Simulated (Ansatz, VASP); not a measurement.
One calculation of Ti3Br, two programs

The input INCAR:

```
SYSTEM = Ti3Br
PREC = Accurate
ENCUT = 600
EDIFF = 1E-7
ISMEAR = 0
SIGMA = 0.1
LREAL = .FALSE.
LASPH = .TRUE.
NELM = 100
ALGO = Normal
ISIF = 3
LWAVE = .FALSE.
LCHARG = .FALSE.
GGA = PE
IBRION = 2
NSW = 100
EDIFFG = -0.01
```

KPOINTS

```
Automatic mesh
0
G
  12 12 12
  0 0 0
```

File POSCAR:

```
Ti3Br
1.0
    4.0906064747      0.0000000000      0.0000000000
    0.0000000000      4.0906064747      0.0000000000
    0.0000000000      0.0000000000      4.0906064747
Ti Br
3 1
Direct
    0.5000000000      0.0000000000      0.0000000000
    0.0000000000      0.5000000000      0.0000000000
    0.0000000000      0.0000000000      0.5000000000
    0.5000000000      0.5000000000      0.5000000000
```

Input for Ansatz:

```yaml
crystal:
  lattice:
    - [4.0906064747, 0.0, 0.0]
    - [0.0, 4.0906064747, 0.0]
    - [0.0, 0.0, 4.0906064747]
  atoms:
    - { symbol: Ti, position: [0.5, 0.0, 0.0] }
    - { symbol: Ti, position: [0.0, 0.5, 0.0] }
    - { symbol: Ti, position: [0.0, 0.0, 0.5] }
    - { symbol: Br, position: [0.5, 0.5, 0.5] }
basis:
  ecutwfc: 420
kpoints:
  mp_grid: { grid: [12, 12, 12] }
hamiltonian:
  xc: pbe
scf:
  occupations: { method: gaussian, width: 0.1 }
output:
  forces: true
  stress: true
  eigenvalues: true
  write_density: true
  write_potential: true
  elf: true
  volumetric_format: npy
relax:
  adjacent_minimum: "off"
  f_tol: 0.01
  max_steps: 80
  cell: { stress_tol: 0.05 }
```

Alike in both runs: task relaxation of cell and atoms; functional PBE; k mesh 12 × 12 × 12; occupations gaussian, width 0.1 eV; no spin polarisation.

|  | VASP | Ansatz |
| --- | --- | --- |
| version | VASP 6.6.1 | Ansatz 0.2.0 |
| potentials or method | VASP PAW PBE potentials, release 64 (Ti_sv, Br), cutoff 600 eV | scalar-relativistic, plane waves, PAW |
| valence electrons in the cell | 43 | 43 |

Ansatz gave:

```
gap on the k mesh at the Fermi level, each at its own relaxed structure (eV) : none
relaxed volume (Å³/atom)                                                     : 17.04
relaxed cell length with the largest relative difference (Å)                 : 4.085
```

**Question.** Estimate VASP's values.

**Answer.** gap on the k mesh at the Fermi level, each at its own relaxed structure (eV): none; relaxed volume (Å³/atom): 17.02; relaxed cell length with the largest relative difference (Å): 4.083.

A gap of «none» marks a metal or a gap that the smearing closes.
